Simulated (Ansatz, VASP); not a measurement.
**Two plane-wave programs on Mo**

```xyz
1
Lattice="2.7423 0.0000 0.0343 -1.3712 2.3749 -0.0171 0.0312 0.0000 2.4921" Properties=species:S:1:pos:R:3 pbc="T T T"
Mo    0.0156    0.0000    1.2460
```

Change from the starting cell: strain +0.0250 x Voigt [0, 0, 0, 0, 1, 0], atoms carried along.

Alike in both runs: task single point; functional PBEsol; k mesh 24 × 24 × 24; occupations gaussian, width 0.15 eV; no spin polarisation.

```csv
,VASP,Ansatz
version,VASP 6.6.1,Ansatz 0.2.0
potentials or method,"VASP PAW PBE potentials, release 64 (Mo_sv), cutoff 520 eV","scalar-relativistic, plane waves, PAW"
valence electrons in the cell,14,14
```

```csv
,VASP,Ansatz,Ansatz less VASP
gap on the k mesh at the Fermi level (eV),none,none,-
pressure (GPa),0.7,0.1,-0.61
"traceless stress, the component that is largest in VASP (GPa)",2.26,2.26,-0.001
```

VASP's potentials were made for PBE, not for PBEsol. A gap of «none» marks a metal or a gap that the smearing closes.
